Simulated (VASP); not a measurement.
A run of VASP 6.6.1:

Contents of INCAR:

```
ALGO = Normal ; EDIFF = 1E-7
ENCUT = 520 ; GGA = PE
ISIF = 2 ; ISMEAR = 0
LASPH = T ; LCHARG = T
LELF = T ; LREAL = Auto
LVHAR = T ; LWAVE = F
NBANDS = 72 ; NELM = 100
PREC = Accurate ; SIGMA = 0.05
```

Contents of KPOINTS:

```
k-points
0
Gamma
  3 3 3
```

The input POSCAR:

```
LiAl32
1.0
    8.1000000000      0.0000000000      0.0000000000
    0.0000000000      8.1000000000      0.0000000000
    0.0000000000      0.0000000000      8.1000000000
Al Li
32 1
Direct
    0.5117393827     -0.0004667901     -0.0152533333
    0.7495307407      0.2528703704     -0.0007135802
    0.7471467901     -0.0000144444      0.2530420988
    0.0035059259      0.0000423457     -0.0026432099
    0.2532081481      0.2537162963     -0.0034116049
    0.5003467901      0.5006082716     -0.0054680247
    0.7492166667      0.7467233333     -0.0008951852
    0.3168676543      0.0036497531      0.2262416049
    0.5099937037      0.2615166667      0.2482360494
    0.7456458025      0.4992260494      0.2505341975
    0.5017676543     -0.0000544444      0.5036538272
    0.7466723457      0.2535908642      0.5030555556
    0.7351134568     -0.0005043210      0.7611555556
    0.0005435802      0.4991646914     -0.0043520988
    0.2522170370      0.7478058025     -0.0010369136
   -0.0039227160      0.2749985185      0.2460500000
    0.2569656790      0.4990575309      0.2467133333
    0.5085388889      0.7399617284      0.2480370370
   -0.0236545679      0.0032106173      0.5661229630
    0.2406980247      0.2391433333      0.4906766667
    0.4935181481      0.5007090123      0.4994544444
    0.7486120988      0.7475866667      0.5022362963
    0.2537867901     -0.0000859259      0.7516950617
    0.4941918519      0.2531867901      0.7441498765
    0.7444098765      0.5004682716      0.7503149383
   -0.0057658025      0.7179246914      0.2444360494
   -0.0035029630      0.4989846914      0.5071165432
    0.2394901235      0.7601760494      0.4896283951
   -0.0018275309      0.2610469136      0.7596380247
    0.2491519753      0.5007608642      0.7437980247
    0.4938683951      0.7469559259      0.7439646914
   -0.0021664198      0.7400854321      0.7585325926
    0.0535451852     -0.0064962963      0.3031059259
```

Potentials or basis: VASP PAW PBE potentials, release 64 (Al, Li_sv).

Run with:

```console
$ cat potpaw_PBE.64/Al/POTCAR potpaw_PBE.64/Li_sv/POTCAR > POTCAR
$ mpirun -np 1 vasp_std > vasp.out
```

Hardware: 1 thread of Oxide Virtual Turin-like Processor (shared host).

Q: How long does it take, and how much memory?

A: Run time: 16 min on 1 thread of Oxide Virtual Turin-like Processor, on a shared host, peak memory 0.63 GiB. Counts: scf iterations 17, k points 14.
